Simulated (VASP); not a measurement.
A run of VASP 6.6.1 is set up as follows.

File INCAR:

```
SYSTEM = TaTe
ALGO = Normal ; EDIFF = 1E-6
EDIFFG = -0.01 ; ENCUT = 600
GGA = PE ; IBRION = 2
ISIF = 3 ; ISMEAR = -1
LASPH = .True. ; LCHARG = .False.
LREAL = .False. ; LWAVE = .False.
NELM = 60 ; NSW = 60
PREC = Accurate ; PSTRESS = 50.0
SIGMA = 0.05
```

KPOINTS

```
k-points
0
Gamma
  8 8 8
  0 0 0
```

POSCAR

```
TaTe
1.0
    3.4200900000      0.0000000000      0.0000000000
    0.0000000000      3.4200900000      0.0000000000
    0.0000000000      0.0000000000      3.4200900000
Ta Te
1 1
Direct
    0.5000000000      0.5000000000      0.5000000000
    0.0000000000      0.0000000000      0.0000000000
```

Potentials or basis: VASP PAW PBE potentials, release 64 (Ta_pv, Te).

Command:

```sh
$ cat potpaw_PBE.64/Ta_pv/POTCAR potpaw_PBE.64/Te/POTCAR > POTCAR
$ mpirun -np 1 vasp_std > vasp.out
```

Estimate the space group after relaxing (to 0.05 Å).

Pm-3m (No. 221).

What does it give for the relaxed cell?

a = 3.385 Å, b = 3.385 Å, c = 3.385 Å, α = 90.00°, β = 90.00°, γ = 90.00°.

Estimate the relaxed volume.

19.39 Å³/atom.

Final structure:
```
CELL_PARAMETERS angstrom
3.38483 0.00000 0.00000
0.00000 3.38483 0.00000
0.00000 0.00000 3.38483
ATOMIC_POSITIONS crystal
Ta 0.50000 0.50000 0.50000
Te 0.00000 0.00000 0.00000
```

Caveat: the cell is relaxed towards a set pressure, so the enthalpy falls and the energy may rise.
